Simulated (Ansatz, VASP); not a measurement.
## ZnRe2: VASP beside Ansatz

The input INCAR:

```
PREC     = Accurate       # precision mode
ENCUT    = 520            # plane-wave cutoff, eV
EDIFF    = 1E-6           # SCF threshold, eV
ISMEAR   = -1             # smearing method
SIGMA    = 0.05           # smearing width, eV
LREAL    = F              # projectors in reciprocal space
LASPH    = T              # aspherical terms in the spheres
NELM     = 100            # most SCF steps
ALGO     = Fast           # electronic algorithm
ISIF     = 2              # what is computed and relaxed
LWAVE    = F              # write WAVECAR
LCHARG   = F              # write CHGCAR
LMAXMIX  = 4              # l up to which the mixer works
GGA      = PE             # functional
NBANDS   = 20             # bands
```

KPOINTS

```
Automatic mesh
0
Gamma
  8 8 8
```

The input POSCAR:

```
ZnRe2
1.0
    0.0000000000      2.8955600000      2.8955600000
    2.8955600000      0.0000000000      2.8955600000
    2.8955600000      2.8955600000      0.0000000000
Zn Re
1 2
Direct
    0.0000000000      0.0000000000      0.0000000000
    0.7500000000      0.7500000000      0.7500000000
    0.2500000000      0.2500000000      0.2500000000
```

KPOINTS_OPT

```
path GXWKGLUWLK,UX
20
line-mode
reciprocal
 0.0000000000  0.0000000000  0.0000000000  G
 0.5000000000  0.0000000000  0.5000000000  X

 0.5000000000  0.0000000000  0.5000000000  X
 0.5000000000  0.2500000000  0.7500000000  W

 0.5000000000  0.2500000000  0.7500000000  W
 0.3750000000  0.3750000000  0.7500000000  K

 0.3750000000  0.3750000000  0.7500000000  K
 0.0000000000  0.0000000000  0.0000000000  G

 0.0000000000  0.0000000000  0.0000000000  G
 0.5000000000  0.5000000000  0.5000000000  L

 0.5000000000  0.5000000000  0.5000000000  L
 0.6250000000  0.2500000000  0.6250000000  U

 0.6250000000  0.2500000000  0.6250000000  U
 0.5000000000  0.2500000000  0.7500000000  W

 0.5000000000  0.2500000000  0.7500000000  W
 0.5000000000  0.5000000000  0.5000000000  L

 0.5000000000  0.5000000000  0.5000000000  L
 0.3750000000  0.3750000000  0.7500000000  K

 0.6250000000  0.2500000000  0.6250000000  U
 0.5000000000  0.0000000000  0.5000000000  X
```

The input input.yaml:

```yaml
crystal:
  lattice:
    - [0.0, 2.89556, 2.89556]
    - [2.89556, 0.0, 2.89556]
    - [2.89556, 2.89556, 0.0]
  atoms:
    - { symbol: Zn, position: [0.0, 0.0, 0.0] }
    - { symbol: Re, position: [0.75, 0.75, 0.75] }
    - { symbol: Re, position: [0.25, 0.25, 0.25] }
hamiltonian:
  xc: pbe
  pseudopotentials: { kind: paw }
kpoints:
  mp_grid: { grid: [8, 8, 8] }
  band_path:
    path:
      - [[0.0, 0.0, 0.0], [0.5, 0.0, 0.5], [0.5, 0.25, 0.75], [0.375, 0.375, 0.75], [0.0, 0.0, 0.0], [0.5, 0.5, 0.5], [0.625, 0.25, 0.625], [0.5, 0.25, 0.75], [0.5, 0.5, 0.5], [0.375, 0.375, 0.75]]
      - [[0.625, 0.25, 0.625], [0.5, 0.0, 0.5]]
    npoints: 14
scf:
  occupations: { method: fermi_dirac, width: 0.05 }
  n_extra_bands: 7
output:
  forces: true
  stress: true
  eigenvalues: true
  fatbands: false
```

Alike in both runs: task band structure; functional PBE; k mesh 8 × 8 × 8; occupations fermi-dirac, width 0.05 eV; no spin polarisation.

|  | VASP | Ansatz |
| --- | --- | --- |
| version | VASP 6.6.1 | Ansatz 0.2.0 |
| potentials or method | VASP PAW PBE potentials, release 64 (Zn, Re) | Ansatz PAW |
| plane-wave cutoff (eV) | 520 | 420 |
| valence electrons in the cell | 26 | 42 |

VASP gave:

```
gap on the k mesh at the Fermi level (eV) : none
pressure (GPa)                            : 0.3
```

**Question.** What did Ansatz give for the same quantities?

**Answer.** gap on the k mesh at the Fermi level (eV): none; pressure (GPa): 0.0.

A gap of «none» marks a metal or a gap that the smearing closes. VASP's potentials hold 26 valence electrons a cell and Ansatz's 42, so a difference there can come from the potentials and not from the codes.

Spin-orbit coupling is off throughout.
